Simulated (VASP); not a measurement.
**As: single point with LDA**

The system is As, a slab with vacuum.

```
CELL_PARAMETERS angstrom
3.29400 0.00000 0.00000
-1.64700 2.85269 0.00000
0.00000 0.00000 28.00000
ATOMIC_POSITIONS crystal
As 0.33333 0.66667 0.51057
As 0.66667 0.33333 0.48943
```

```
Program                : VASP 6.6.1
Task                   : single point
Functional             : LDA
Potentials or basis    : VASP PAW LDA potentials, release 64 (As)
Cutoff                 : 520 eV
k mesh                 : 9 × 9 × 1
Occupations            : gaussian, width 0.02 eV
Spin                   : no spin polarisation
Dipole correction      : yes
Further INCAR settings : ALGO = Normal; EDIFF = 1e-06; NBANDS = 12
```

- Largest force: 9.797 eV/Å
- Band gap on the k mesh: zero (band 5 reaches -2.05 eV, above the bottom of band 6 at -3.52 eV)

Forces on the atoms (eV/Å):
```
As   0.000  0.000  9.797
As   0.000  0.000 -9.797
```

Levels at points of the mesh, in eV from the Fermi level:
```
           k point  band 1  band 2  band 3  band 4  band 5  band 6  band 7  band 8  band 9  band 10
(0.00, 0.00, 0.00)  -19.76   -8.00   -4.52   -4.52   -0.05    0.31    1.43    1.43    3.25     3.82
```

Run time: 39 s on 1 thread of Intel(R) Xeon(R) Platinum 8488C (Sapphire Rapids), on a shared host, peak memory 0.26 GiB.
